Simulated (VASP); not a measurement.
# ScAl3 (R-3m) in VASP: a series of runs

The runs below take ScAl3 through single point, relaxation of cell and atoms, with PBE.

All numbers are computed with VASP 6.6.1; they aren't measurements. Logs are shortened: lines on timing, memory, paths and dates and some standing lists are left out, and cuts for length are marked.

### 1 The cell of the first run

The structure is trigonal, space group R-3m (No. 166). Conventional cell: a = 9.041 Å, b = 9.041 Å, c = 2.768 Å, α = 90.00°, β = 90.00°, γ = 120.00°. Sc (site symmetry -3m) has 2 Sc at 2.77 Å and 12 Al at 2.77 to 3.20 Å within 3.6 Å. Al (site symmetry 2/m) has 10 Al at 2.77 to 3.20 Å and 4 Sc at 2.77 to 3.20 Å within 3.6 Å.

### 2 Single point, PBE

INCAR

```
PREC = Accurate
ENCUT = 520
EDIFF = 1E-7
ISMEAR = 0
SIGMA = 0.1
LREAL = False
LASPH = True
NELM = 60
ALGO = Fast
ISIF = 2
LWAVE = False
LCHARG = True
GGA = PE
LELF = True
LVHAR = True
NBANDS = 18
```

KPOINTS

```
regular mesh
0
Gamma
  6 6 6
```

POSCAR

```
ScAl3
1.0
    4.5203911200      2.6098490300      0.9227209700
   -4.5203911200      2.6098490300      0.9227209700
    0.0000000000     -5.2196980600      0.9227209700
Sc Al
1 3
Direct
    0.5000000000      0.5000000000      0.5000000000
    0.0000000000      0.0000000000      0.5000000000
    0.0000000000      0.5000000000      0.0000000000
    0.5000000000      0.0000000000      0.0000000000
```

Potentials or basis: VASP PAW PBE potentials, release 64 (Sc_sv, Al).

The run is started by

```bash
$ cat potpaw_PBE.64/Sc_sv/POTCAR potpaw_PBE.64/Al/POTCAR > POTCAR
$ mpirun -np 1 vasp_std > vasp.out
```

OUTCAR:

```text
PREC = Accurate
   ENCUT = 520
   EDIFF = 1E-7
   ISMEAR = 0
   LREAL = False
   LASPH = True
   NELM = 60
   ISIF = 2
   GGA = PE

 ion  position               nearest neighbor table
   1  0.500  0.500  0.500-   3 2.77   4 2.77   4 2.77   3 2.77   2 2.77   2 2.77   4 3.20   3 3.20
                             3 3.20   4 3.20   2 3.20   2 3.20
   2  0.000  0.000  0.500-   3 2.77   4 2.77   3 2.77   4 2.77   1 2.77   1 2.77   3 3.20   4 3.20
                             3 3.20   4 3.20   1 3.20   1 3.20
   3  0.000  0.500  0.000-   1 2.77   2 2.77   2 2.77   1 2.77   4 2.77   4 2.77   2 3.20   1 3.20
                             1 3.20   2 3.20   4 3.20   4 3.20
   4  0.500  0.000  0.000-   1 2.77   2 2.77   1 2.77   2 2.77   3 2.77   3 2.77   1 3.20   2 3.20
                             1 3.20   2 3.20   3 3.20   3 3.20

  LATTYP: Found a trigonal (rhomboedric) cell.
 ALAT       =     5.3006284369
 COS(alpha) =    -0.4545454549

  Lattice vectors:

 A1 = (   4.5203911200,   2.6098490300,   0.9227209700)
 A2 = (  -4.5203911200,   2.6098490300,   0.9227209700)
 A3 = (   0.0000000000,  -5.2196980600,   0.9227209700)

Analysis of symmetry for initial positions (statically):
=====================================================================
 Subroutine PRICEL returns:
 Original cell was already a primitive cell.

 Routine SETGRP: Setting up the symmetry group for a
 trigonal (rhombohedral) supercell.

 Subroutine GETGRP returns: Found 12 space group operations
 (whereof 12 operations were pure point group operations)
 out of a pool of 12 trial point group operations.

The static configuration has the point symmetry D_3d.

Analysis of symmetry for dynamics (positions and initial velocities):
=====================================================================
 Subroutine PRICEL returns:
 Original cell was already a primitive cell.

 Routine SETGRP: Setting up the symmetry group for a
 trigonal (rhombohedral) supercell.

 Subroutine GETGRP returns: Found 12 space group operations
 (whereof 12 operations were pure point group operations)
 out of a pool of 12 trial point group operations.

The dynamic configuration has the point symmetry D_3d.

 Subroutine INISYM returns: Found 12 space group operations
 (whereof 12 operations are pure point group operations),
 and found     1 'primitive' translations

----------------------------------------------------------------------------------------

                                     Primitive cell

  volume of cell :      65.3150

  direct lattice vectors                    reciprocal lattice vectors
     4.520391120  2.609849030  0.922720970     0.110609898  0.063860654  0.361250415
    -4.520391120  2.609849030  0.922720970    -0.110609898  0.063860654  0.361250415
     0.000000000 -5.219698060  0.922720970     0.000000000 -0.127721309  0.361250415

  length of vectors
     5.300628437  5.300628437  5.300628437     0.383163927  0.383163927  0.383163927

  position of ions in fractional coordinates (direct lattice)
     0.500000000  0.500000000  0.500000000
     0.000000000  0.000000000  0.500000000
     1.000000000  0.500000000  0.000000000
     0.500000000  1.000000000  0.000000000

  ion indices of the primitive-cell ions
   primitive index   ion index
                 1           1
                 2           2
                 3           3
                 4           4

----------------------------------------------------------------------------------------

 KPOINTS: regular mesh

Automatic generation of k-mesh.
 Grid dimensions read from file:
 generate k-points for:    6    6    6

 Generating k-lattice:

  Cartesian coordinates                     Fractional coordinates (reciprocal lattice)
     0.018434983  0.010643442  0.060208402     0.166666667 -0.000000000  0.000000000
    -0.018434983  0.010643442  0.060208402    -0.000000000  0.166666667  0.000000000
     0.000000000 -0.021286885  0.060208402     0.000000000  0.000000000  0.166666667

  Length of vectors
     0.063860655  0.063860655  0.063860655

  Shift w.r.t. Gamma in fractional coordinates (k-lattice)
     0.000000000  0.000000000  0.000000000

 Subroutine IBZKPT returns following result:
 ===========================================

 Found     32 irreducible k-points:

 Following reciprocal coordinates:
            Coordinates               Weight
  0.000000  0.000000  0.000000      1.000000
  0.166667  0.000000  0.000000      6.000000
  0.333333 -0.000000  0.000000      6.000000
  0.500000 -0.000000  0.000000      3.000000
  0.166667  0.166667  0.000000      6.000000
  0.333333  0.166667  0.000000     12.000000
[... 16 lines left out ...]
  0.500000  0.500000  0.166667      6.000000
 -0.333333  0.500000  0.166667     12.000000
 [... further k-points ...]
   k-points           NKPTS =     32   k-points in BZ     NKDIM =     32   number of bands    NBANDS=     18
   number of dos      NEDOS =    301   number of ions     NIONS =      4
   total plane-waves  NPLWV =  64000
   dimension x,y,z NGX =    40 NGY =   40 NGZ =   40
   dimension x,y,z NGXF=    80 NGYF=   80 NGZF=   80
   ions per type =               1   3
   NGX,Y,Z   is equivalent  to a cutoff of  12.55, 12.55, 12.55 a.u.
   NGXF,Y,Z  is equivalent  to a cutoff of  25.09, 25.09, 25.09 a.u.
 SYSTEM =  unknown system
   PREC   = accura    normal or accurate (medium, high low for compatibility)
   ISTART =      0    job   : 0-new  1-cont  2-samecut
   ICHARG =      2    charge: 1-file 2-atom 10-const
   ISPIN  =      1    spin polarized calculation?
   LNONCOLLINEAR =      F non collinear calculations
   LSORBIT =      F    spin-orbit coupling
   LASPH  =      T    aspherical Exc in radial PAW
   ENCUT  =  520.0 eV  38.22 Ry    6.18 a.u.   9.86  9.86  9.86*2*pi/ulx,y,z
   NELM   =     60;   NELMIN=  2; NELMDL= -5     # of ELM steps
   EDIFF  = 0.1E-06   stopping-criterion for ELM
   LREAL  =      F    real-space projection
   EDIFFG = 0.1E-05   stopping-criterion for IOM
   NSW    =      0    number of steps for IOM
   IBRION =     -1    ionic relax: 0-MD 1-quasi-New 2-CG
   NFREE  =      0    steps in history (QN), initial steepest desc. (CG)
   ISIF   =      2    stress and relaxation
   ISYM   =      2    0-nonsym 1-usesym 2-fastsym
   POTIM  = 0.5000    time-step for ionic-motion
   TEBEG  =    0.0;   TEEND  =   0.0 temperature during run
   PSTRESS=    0.0 pullay stress
   NELECT =      20.0000    total number of electrons
   NUPDOWN=      -1.0000    fix difference up-down
   EMIN   =  10.00;   EMAX   =-10.00  energy-range for DOS
   EFERMI =   0.00;   METHOD = LEGACY
   ISMEAR =     0;   SIGMA  =   0.10  broadening in eV -4-tet -1-fermi 0-gaus
   EFERMI_NEDOS =   21; number of points for ismear=-14 and -15
   IALGO  =     68    algorithm
   IMIX   =      4    mixing-type and parameters
     AMIX     =   0.40;   BMIX     =  1.00
     AMIX_MAG =   1.60;   BMIX_MAG =  1.00
  volume/ion in A,a.u.               =      16.33       110.19
  Fermi-wavevector in a.u.,A,eV,Ry     =   1.103436  2.085192 16.566059  1.217571
  Thomas-Fermi vector in A             =   2.239894
   LORBIT       =      0    0 simple, 1 ext, 2 COOP (PROOUT), +10 PAW based schemes
   GGA     = PE    functional components
   LHFCALC =     F    Hartree Fock is set to
   AEXX    =    0.0000 exact exchange contribution
   IVDW    =     0    specifies the selected vdW correction
   LEPSILON=     F    determine dielectric tensor
   LRPA    =     F    only Hartree local field effects (RPA)
 non-spin polarized calculation
 RMM-DIIS sequential band-by-band and
 Gauss-broadening in eV      SIGMA  =   0.10
  energy-cutoff  :      520.00
  volume of cell :       65.32
 maximum number of plane-waves:      1774
   NGX = 19   NGY = 19   NGZ = 19

 number of electron      20.0000003 magnetization

 Free energy of the ion-electron system (eV)
  ---------------------------------------------------
  ext. energy  EPLUGINS =         0.00000000
  ---------------------------------------------------
  free energy    TOTEN  =       -18.00169952 eV

  energy without entropy =      -17.99165900  energy(sigma->0) =      -17.99667926

 E-fermi :   7.6162     XC(G=0): -10.5950

 val. band max:        7.6042270414   @ k =   0.3333   0.3333   0.1667
 cond. band min:       7.6258358414   @ k =  -0.1667   0.3333   0.1667
 fundamental gap:      0.0216088000
 Fermi energy:         7.6161622854

 k-point     1 :       0.0000    0.0000    0.0000
  band No.  band energies     occupation
      1     -41.1257      2.00000
      2     -19.8300      2.00000
      3     -19.8300      2.00000
      4     -19.4212      2.00000
      5      -2.6652      2.00000
      6       3.3554      2.00000
[... 10 lines left out ...]
     17      16.3441      0.00000
     18      17.0053      0.00000

 k-point     2 :       0.1667    0.0000    0.0000
  band No.  band energies     occupation
      1     -41.0921      2.00000
      2     -19.7987      2.00000
      3     -19.7985      2.00000
      4     -19.6646      2.00000
      5      -2.0488      2.00000
      6       2.9575      2.00000
[... 10 lines left out ...]
     17      12.8916      0.00000
     18      13.0957      0.00000

 k-point     3 :       0.3333   -0.0000    0.0000
  band No.  band energies     occupation
      1     -41.0241      2.00000
      2     -20.1300      2.00000
      3     -19.7350      2.00000
      4     -19.7348      2.00000
      5      -0.2648      2.00000
      6       3.5604      2.00000
[... 10 lines left out ...]
     17      12.0275      0.00000
     18      12.8768      0.00000

 k-point     4 :       0.5000   -0.0000    0.0000
  band No.  band energies     occupation
      1     -40.9897      2.00000
      2     -20.3531      2.00000
      3     -19.7027      2.00000
      4     -19.7025      2.00000
      5       2.3568      2.00000
      6       2.6957      2.00000
[... 375 lines left out ...]
      4     -19.7346      2.00000
      5      -0.0887      2.00000
      6       3.0324      2.00000
[... 10 lines left out ...]
     17      11.8472      0.00000
     18      12.8020      0.00000

 k-point    23 :       0.5000    0.5000    0.1667
  band No.  band energies     occupation
      1     -41.0920      2.00000
      2     -19.8029      2.00000
      3     -19.7999      2.00000
      4     -19.6645      2.00000
      5      -0.6550      2.00000
      6       0.0385      2.00000
[... 10 lines left out ...]
     17      12.9839      0.00000
     18      13.5202      0.00000

 k-point    24 :      -0.3333    0.5000    0.1667
  band No.  band energies     occupation
      1     -41.0241      2.00000
      2     -20.1296      2.00000
      3     -19.7367      2.00000
      4     -19.7350      2.00000
      5       0.5405      2.00000
      6       1.8713      2.00000
[... 10 lines left out ...]
     17      11.7803      0.00000
     18      13.5068      0.00000

 [... further k-points ...]
[... 5 lines left out ...]
  --------------------------------------------------------------------------------------
  -------------------------------------------------------------------------------------
  Total        3.8233523      3.8233523      2.8054937     -0.0000000     -0.0000000     -0.0000000
  in kB       93.7868302     93.7868302     68.8187588     -0.0000000     -0.0000000     -0.0000000
  external PRESSURE =      85.4641397 kB  Pullay stress =       0.0000000 kB

 VOLUME and BASIS-vectors are now :
 -----------------------------------------------------------------------------
  energy-cutoff  :      520.00
  volume of cell :       65.32
      direct lattice vectors                 reciprocal lattice vectors
     4.520391120  2.609849030  0.922720970     0.110609898  0.063860654  0.361250415
    -4.520391120  2.609849030  0.922720970    -0.110609898  0.063860654  0.361250415
     0.000000000 -5.219698060  0.922720970     0.000000000 -0.127721309  0.361250415

 POSITION                                       TOTAL-FORCE (eV/Angst)
 -----------------------------------------------------------------------------------
      0.00000      0.00000      1.38408         0.000000     -0.000000     -0.000000
      0.00000     -2.60985      0.46136         0.000000      0.000000      0.000000
     -2.26020      1.30492      0.46136        -0.000000      0.000000      0.000000
      2.26020      1.30492      0.46136        -0.000000      0.000000      0.000000
 -----------------------------------------------------------------------------------
    total drift:                               -0.000000      0.000000     -0.000000

  FREE ENERGIE OF THE ION-ELECTRON SYSTEM (eV)
  ---------------------------------------------------
  free  energy   TOTEN  =       -18.0016995152 eV

  energy  without entropy=      -17.9916590046  energy(sigma->0) =      -17.99667926
```

Wall time 1.8 min (1 thread of AMD EPYC 7R43 (Zen 3), shared host); peak memory 0.21 GiB.

What came out:

- Free energy: -18.0017 eV
- Pressure: 8.5 GPa
- Band gap on the k mesh: zero (band 10 reaches 8.12 eV, above the bottom of band 11 at 6.69 eV)

Caveat: the k points lie up to 0.40 Å⁻¹ apart.

### 3 Single point, PBE

This run uses another cell than the first one, of 17.98 Å³/atom, 1.101 times its volume.

INCAR

```
SYSTEM = ScAl3
PREC     = Accurate       ! precision mode
ENCUT    = 520            ! plane-wave cutoff, eV
EDIFF    = 1E-7           ! SCF threshold, eV
ISMEAR   = 0              ! smearing method
SIGMA    = 0.1            ! smearing width, eV
LREAL    = .FALSE.        ! projectors in reciprocal space
LASPH    = .TRUE.         ! aspherical terms in the spheres
NELM     = 80             ! most SCF steps
ALGO     = Fast           ! electronic algorithm
ISIF     = 2              ! what is computed and relaxed
LWAVE    = .FALSE.        ! write WAVECAR
LCHARG   = .TRUE.         ! write CHGCAR
GGA      = PE             ! functional
LELF     = .TRUE.         ! ELF
LVHAR    = .TRUE.       
NBANDS   = 18             ! bands
```

KPOINTS

```
Automatic mesh
0
G
  6 6 6
  0 0 0
```

POSCAR

```
ScAl3
1.0
    4.6707289206      2.6966465996      0.9518117211
   -4.6707289206      2.6966465996      0.9518117211
    0.0000000000     -5.3932931992      0.9518117211
Sc Al
1 3
Direct
    0.5000000000      0.5000000000      0.5000000000
    0.0000000000      0.0000000000      0.5000000000
    0.0000000000      0.5000000000      0.0000000000
    0.5000000000      0.0000000000      0.0000000000
```

Potentials or basis: VASP PAW PBE potentials, release 64 (Sc_sv, Al).

The run is started by

```bash
$ cat potpaw_PBE.64/Sc_sv/POTCAR potpaw_PBE.64/Al/POTCAR > POTCAR
$ mpirun -np 1 vasp_std > vasp.out
```

Run time: 1.9 min. Hardware: 1 thread of AMD EPYC 7R43 (Zen 3), shared host; peak memory 0.24 GiB.

It converged, with:

```
Free energy            : -18.1677 eV
Pressure               : 0.1 GPa
Band gap on the k mesh : zero (band 10 reaches 7.14 eV, above the bottom of band 11 at 5.78 eV)
```

Levels at points of the mesh, in eV from the Fermi level:
| k point | band 6 | band 7 | band 8 | band 9 | band 10 | band 11 | band 12 | band 13 | band 14 | band 15 |
| --- | --- | --- | --- | --- | --- | --- | --- | --- | --- | --- |
| (0.00, 0.00, 0.00) | -4.07 | -4.07 | -3.88 | -2.33 | -2.33 | -0.91 | 2.46 | 3.30 | 3.30 | 3.67 |
| (0.50, 0.00, 0.00) | -4.69 | -2.81 | -1.83 | -1.62 | -0.85 | -0.59 | 0.94 | 2.21 | 2.33 | 2.47 |
| (0.50, 0.50, 0.00) | -7.67 | -4.55 | -4.03 | -0.76 | -0.05 | 1.81 | 1.93 | 2.29 | 3.49 | 3.54 |
| (0.50, 0.50, 0.50) | -4.09 | -3.44 | -3.44 | -2.13 | -1.33 | 0.60 | 0.60 | 2.55 | 2.55 | 2.87 |

Caveat: the k points lie up to 0.39 Å⁻¹ apart.

### 4 Relaxation of cell and atoms, PBE

INCAR

```
SYSTEM = ScAl3
PREC = Accurate
ENCUT = 600
EDIFF = 1E-7
ISMEAR = 0
SIGMA = 0.1
LREAL = .FALSE.
LASPH = .TRUE.
NELM = 60
ALGO = Normal
ISIF = 3
LWAVE = .FALSE.
LCHARG = .FALSE.
GGA = PE
IBRION = 2
NSW = 90
EDIFFG = -0.04
```

KPOINTS

```
regular mesh
0
G
  6 6 6
  0 0 0
```

POSCAR

```
ScAl3
1.0
    4.5203911200      2.6098490300      0.9227209700
   -4.5203911200      2.6098490300      0.9227209700
    0.0000000000     -5.2196980600      0.9227209700
Sc Al
1 3
Direct
    0.5000000000      0.5000000000      0.5000000000
    0.0000000000      0.0000000000      0.5000000000
    0.0000000000      0.5000000000      0.0000000000
    0.5000000000      0.0000000000      0.0000000000
```

The run is started by

```bash
$ cat potpaw_PBE.64/Sc_sv/POTCAR potpaw_PBE.64/Al/POTCAR > POTCAR
$ mpirun -np 1 vasp_std > vasp.out
```

Wall time 3.8 min (1 thread of AMD EPYC 7R43 (Zen 3), shared host); peak memory 0.25 GiB.

The run converged. Its results:

- Free energy: -18.1676 eV
- Relaxed volume: 18.03 Å³/atom
- Relaxed cell: a = 5.485 Å, b = 5.485 Å, c = 5.485 Å, α = 117.06°, β = 117.06°, γ = 117.06°
- Space group after relaxing (to 0.05 Å): R-3m (No. 166)
- Energy gained by relaxing: 41.3 meV/atom
- Ionic steps: 5
- Pressure after relaxing: -0.1 GPa
- Band gap on the k mesh: zero (band 10 reaches 7.12 eV, above the bottom of band 11 at 5.75 eV)

Stress tensor (GPa, compression positive):
```
-0.19  0.00  0.00
 0.00 -0.19  0.00
 0.00  0.00  0.18
```

The path:
```csv
step,energy change (eV),largest force (eV/Å),pressure (GPa),volume (Å³)
1,0.0000,0.0000,8.57,65.32
2,-0.1519,0.0000,-1.80,73.92
3,-0.1641,0.0000,0.11,71.87
4,-0.1641,0.0000,-0.03,72.00
5,-0.1652,0.0000,-0.07,72.11
```

Final structure:
```yaml
crystal:
  lattice:
    - [4.67843, 2.70109, 0.95101]
    - [-4.67843, 2.70109, 0.95101]
    - [0.00000, -5.40218, 0.95101]
  atoms:
    - { symbol: Sc, position: [0.50000, 0.50000, 0.50000] }
    - { symbol: Al, position: [0.00000, 0.00000, 0.50000] }
    - { symbol: Al, position: [0.00000, 0.50000, 0.00000] }
    - { symbol: Al, position: [0.50000, 0.00000, 0.00000] }
```

Levels at points of the mesh, in eV from the Fermi level:
| k point | band 8 | band 9 | band 10 | band 11 | band 12 | band 13 |
| --- | --- | --- | --- | --- | --- | --- |
| (0.00, 0.00, 0.00) | -3.88 | -2.34 | -2.34 | -0.92 | 2.44 | 3.30 |
| (0.50, 0.00, 0.00) | -1.82 | -1.61 | -0.85 | -0.59 | 0.93 | 2.20 |
| (0.50, 0.50, 0.00) | -4.03 | -0.77 | -0.06 | 1.79 | 1.90 | 2.25 |
| (0.50, 0.50, 0.50) | -3.43 | -2.13 | -1.33 | 0.60 | 0.60 | 2.54 |

Caveat: the k points lie up to 0.39 Å⁻¹ apart in the final cell.

### 5 Overview

| task | cell | cutoff (eV) | gap on the mesh (eV) | pressure (GPa) |
| --- | --- | --- | --- | --- |
| single point | a = 5.301 Å, angles 117.0°, 4 atoms | 520 | none | 8.5 |
| single point | a = 5.477 Å, angles 117.0°, 4 atoms | 520 | none | 0.1 |
| relaxation of cell and atoms | relaxed from a = 5.301 Å, angles 117.0°, 4 atoms | 600 | none | -0.1 |

Alike in all rows: level PBE; potentials or basis VASP PAW PBE potentials, release 64 (Sc_sv, Al); no spin polarisation; k mesh 6 × 6 × 6; smearing gaussian 0.1 eV.

Caveats: all runs use coarse meshes.

Total energies depend on the potentials used, so only differences within one code and one set of settings carry meaning.
